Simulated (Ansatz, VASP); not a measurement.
**Two plane-wave programs on MgO**

The input POSCAR:

```
MgO
1.0
    2.1652669820      2.1652669820      0.0000000000
   -2.1652669820      2.1652669820      0.0000000000
    0.0000000000      0.0000000000      4.1333496661
Mg O
2 2
Direct
    0.0000000000      0.0000000000      0.0000000000
    0.5000000000      0.5000000000      0.5000000000
    0.5000000000      0.5000000000      0.0000000000
    0.0000000000      0.0000000000      0.5000000000
```

INCAR.step1

```
SYSTEM = MgO
ALGO = Normal ; EDIFF = 1E-4
ENCUT = 520 ; GGA = PE
ISMEAR = 0 ; LASPH = .True.
LCHARG = .False. ; LREAL = .False.
LWAVE = .True. ; NBANDS = 16
NELM = 60 ; PREC = Accurate
SIGMA = 0.02
```

Contents of INCAR.step2:

```
SYSTEM = MgO
ALGO = Normal ; EDIFF = 1E-6
ENCUT = 520 ; ISIF = 2
ISMEAR = 0 ; ISTART = 1
LASPH = .True. ; LCHARG = .False.
LMIXTAU = .True. ; LREAL = .False.
LWAVE = .False. ; METAGGA = R2SCAN
NBANDS = 16 ; NELM = 60
PREC = Accurate ; SIGMA = 0.02
```

File KPOINTS:

```
k-points
0
Gamma
  8 8 6
  0 0 0
```

Input for Ansatz:

```yaml
crystal:
  lattice:
    - [2.165266982, 2.165266982, 0.0]
    - [-2.165266982, 2.165266982, 0.0]
    - [0.0, 0.0, 4.1333496661]
  atoms:
    - { symbol: Mg, position: [0.0, 0.0, 0.0] }
    - { symbol: Mg, position: [0.5, 0.5, 0.5] }
    - { symbol: O, position: [0.5, 0.5, 0.0] }
    - { symbol: O, position: [0.0, 0.0, 0.5] }
basis:
  ecutwfc: 500
kpoints:
  mp_grid: { grid: [8, 8, 6] }
  band_path: { path: [VBM, CBM], npoints: 2 }
hamiltonian:
  xc: r2scan
scf:
  occupations: { method: gaussian, width: 0.02 }
output:
  forces: true
  stress: true
  eigenvalues: true
checkpoint:
  read: start.run
  write: ck
  compress: false
  write_wavefunctions: false
  write_every: 100000
```

Alike in both runs: task single point; functional r2SCAN; k mesh 8 × 8 × 6; occupations gaussian, width 0.02 eV; no spin polarisation.

|  | VASP | Ansatz |
| --- | --- | --- |
| version | VASP 6.6.1 | Ansatz 0.2.0 |
| potentials or method | VASP PAW PBE potentials, release 64 (Mg, O), cutoff 520 eV | scalar-relativistic, plane waves, PAW |
| valence electrons in the cell | 16 | 32 |

```tsv
	VASP	Ansatz	Ansatz less VASP
gap on the k mesh at the Fermi level (eV)	5.19	5.22	+0.026
least direct gap on the mesh (eV)	5.19	5.22	+0.026
pressure (GPa)	-6.9	-5.8	+1.10
traceless stress, the component that is largest in VASP (GPa)	5.70	5.76	+0.058
```

VASP's potentials were made for PBE, not for r2SCAN. VASP's potentials hold 16 valence electrons a cell and Ansatz's 32, so a difference there can come from the potentials and not from the codes.
